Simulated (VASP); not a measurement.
S, 2 atoms in the cell. Symmetry: Fd-3m, No. 227, cubic system. The conventional cell has a = 4.354 Å, b = 4.354 Å, c = 4.354 Å, α = 90.00°, β = 90.00°, γ = 90.00°. Within 2.5 Å of S (site symmetry -43m) lie 4 S at 1.89 Å.  This cell differs from its parent crystal: volume scaled by 0.45.

```yaml
Program: VASP 6.6.1
Task: single point
Functional: PBEsol
Potentials_or_basis: VASP PAW PBE potentials, release 64 (S)
Cutoff: 520 eV
k_mesh: 13 × 13 × 13
Occupations: fermi-dirac, width 0.05 eV
Spin: no spin polarisation
Dipole_correction: no
Further_INCAR_settings: ALGO = Normal; EDIFF = 1e-07; NBANDS = 13
```

Potentials or basis: VASP PAW PBE potentials, release 64 (S).

The run is started by

```bash
$ cat potpaw_PBE.64/S/POTCAR > POTCAR
$ mpirun -np 1 vasp_std > vasp.out
```

Hardware: 1 thread of Intel(R) Xeon(R) 6975P-C (Granite Rapids) (shared host).

Task: Estimate the wall time of this run.

Result: Run time: 7.1 s on 1 thread of Intel(R) Xeon(R) 6975P-C (Granite Rapids) (shared host), peak memory 0.14 GiB. Counts: scf iterations 12, k points 84.
